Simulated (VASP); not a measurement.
Input of a VASP 6.6.1 run:

File INCAR:

```
PREC = Accurate
ENCUT = 600
EDIFF = 1E-7
ISMEAR = -1
SIGMA = 0.05
LREAL = False
LASPH = True
NELM = 80
ALGO = Normal
ISIF = 3
LWAVE = False
LCHARG = False
GGA = PS
IBRION = 2
NSW = 60
EDIFFG = -0.005
PSTRESS = 10.0
```

The input KPOINTS:

```
Automatic mesh
0
Gamma
  10 10 10
```

File POSCAR:

```
Cs
1.0
    0.0000000000      3.4068025285      3.4068025285
    3.4068025285      0.0000000000      3.4068025285
    3.4068025285      3.4068025285      0.0000000000
Cs
1
Direct
    0.0000000000      0.0000000000      0.0000000000
```

Potentials or basis: VASP PAW PBE potentials, release 64 (Cs_sv).

The run is started by

```bash
$ cat potpaw_PBE.64/Cs_sv/POTCAR > POTCAR
$ mpirun -np 1 vasp_std > vasp.out
```

Question: What does it give for the relaxed cell?

Answer: a = 4.831 Å, b = 4.831 Å, c = 4.831 Å, α = 60.00°, β = 60.00°, γ = 60.00°.

Question: Estimate the space group after relaxing (to 0.05 Å).

Answer: Fm-3m (No. 225).

Question: Predict the relaxed volume.

Answer: 79.74 Å³/atom.

Final structure:
```cif
data_structure
_symmetry_space_group_name_H-M 'P 1'
_symmetry_Int_Tables_number 1
_cell_length_a 4.8314
_cell_length_b 4.8314
_cell_length_c 4.8314
_cell_angle_alpha 60.000
_cell_angle_beta 60.000
_cell_angle_gamma 60.000
_cell_volume 79.74
loop_
_atom_site_label
_atom_site_type_symbol
_atom_site_fract_x
_atom_site_fract_y
_atom_site_fract_z
_atom_site_occupancy
Cs1 Cs 0.00000 0.00000 0.00000 1
```

Caveat: the cell is relaxed towards a set pressure, so the enthalpy falls and the energy may rise; the PAW data sets were made with another functional, which shifts forces and pressure a little.
